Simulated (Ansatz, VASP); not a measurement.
**One calculation of O, two programs**

The input INCAR:

```
ALGO     = Normal         # electronic algorithm
EDIFF    = 1E-7           # SCF threshold, eV
ENCUT    = 520            # plane-wave cutoff, eV
GGA      = PS             # functional
ISIF     = 2              # what is computed and relaxed
ISMEAR   = -1             # smearing method
LASPH    = T              # aspherical terms in the spheres
LCHARG   = T              # write CHGCAR
LELF     = T              # ELF
LREAL    = F              # projectors in reciprocal space
LVHAR    = T            
LWAVE    = F              # write WAVECAR
NBANDS   = 13             # bands
NELM     = 60             # most SCF steps
PREC     = Accurate       # precision mode
SIGMA    = 0.02           # smearing width, eV
```

File KPOINTS:

```
k-points
0
Gamma
  10 10 10
```

File POSCAR:

```
O
1.0
    1.4420794467      0.8325849567      3.4531511960
   -1.4420794467      0.8325849567      3.4531511960
    0.0000000000     -1.6651699134      3.4531511960
O
2
Direct
    0.0577000000      0.0577000000      0.0577000000
    0.9423000000      0.9423000000      0.9423000000
```

Input for Ansatz:

```yaml
crystal:
  lattice:
    - [1.4420794467, 0.8325849567, 3.453151196]
    - [-1.4420794467, 0.8325849567, 3.453151196]
    - [0.0, -1.6651699134, 3.453151196]
  atoms:
    - { symbol: O, position: [0.0577, 0.0577, 0.0577] }
    - { symbol: O, position: [0.9423, 0.9423, 0.9423] }
kpoints:
  mp_grid: { grid: [10, 10, 10] }
  band_path:
    path:
      - [0.0, 0.0, 0.0]
      - [0.5, 0.5, 0.5]
      - [0.7945777149, 0.2054222851, 0.5]
      - [0.5, -0.2054222851, 0.2054222851]
      - [0.5, 0.0, 0.0]
      - [0.0, 0.0, 0.0]
      - [0.3527111426, -0.3527111426, 0.0]
      - [0.6472888574, 0.0, 0.3527111426]
      - [0.5, 0.0, 0.5]
    npoints: 5
scf:
  occupations: { method: fermi_dirac, width: 0.02 }
hamiltonian:
  xc: pbesol
  pseudopotentials: { kind: all_electron, lapw: { basis_error: 0.0005 } }
output:
  forces: true
  stress: true
  eigenvalues: true
```

Change from the starting cell: volume scaled by 1.04.

Alike in both runs: task single point; functional PBEsol; k mesh 10 × 10 × 10; occupations fermi-dirac, width 0.02 eV; no spin polarisation.

|  | VASP | Ansatz |
| --- | --- | --- |
| version | VASP 6.6.1 | Ansatz 0.2.0 |
| potentials or method | VASP PAW PBE potentials, release 64 (O), cutoff 520 eV | all-electron LAPW, scalar-relativistic |

|  | VASP | Ansatz | Ansatz less VASP |
| --- | --- | --- | --- |
| pressure (GPa) | 1.6 | -1.8 | -3.44 |
| traceless stress, the component that is largest in VASP (GPa) | 20.54 | 13.00 | -7.538 |
| rms of the force components (eV/Å) | 1.411 | 0.552 | -0.8591 |

VASP's potentials were made for PBE, not for PBEsol. Atom by atom the forces differ by 0.859 eV/Å (rms over components). Ansatz ran all-electron here, and VASP with PAW potentials.

Noted on VASP's run: the standard files for N, O and F lose accuracy on very short bonds; spin is off for a triplet molecule.
